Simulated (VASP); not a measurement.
Here is a VASP 6.6.1 calculation.

INCAR

```
SYSTEM = ZnO
  ALGO = Normal
  EDIFF = 1E-6
  ENCUT = 520
  GGA = PE
  ISIF = 2
  ISMEAR = 0
  LASPH = .TRUE.
  LCHARG = .TRUE.
  LELF = .TRUE.
  LREAL = .FALSE.
  LVHAR = .TRUE.
  LWAVE = .FALSE.
  NBANDS = 26
  NELM = 80
  PREC = Accurate
  SIGMA = 0.01
```

Contents of KPOINTS:

```
k-points
0
G
  12 12 6
  0 0 0
```

The input POSCAR:

```
ZnO
1.0
    3.2794724482      0.0000000000      0.0000000000
   -1.6397362241      2.8401064512      0.0000000000
    0.0000000000      0.0000000000      5.2937055678
Zn O
2 2
Direct
    0.3333333333      0.6666666667      0.0015102279
    0.6666666667      0.3333333333      0.5015102279
    0.3333333333      0.6666666667      0.3805897621
    0.6666666667      0.3333333333      0.8805897621
```

Potentials or basis: VASP PAW PBE potentials, release 64 (Zn, O).

Launch:

```console
$ cat potpaw_PBE.64/Zn/POTCAR potpaw_PBE.64/O/POTCAR > POTCAR
$ mpirun -np 1 vasp_std > vasp.out
```

Problem. Predict the band gap on the k mesh.

Solution. 0.73 eV, direct.

Problem. Predict the pressure.

Solution. 0.9 GPa.

A hybrid or GW would open this gap; PBE tends to underestimate it.
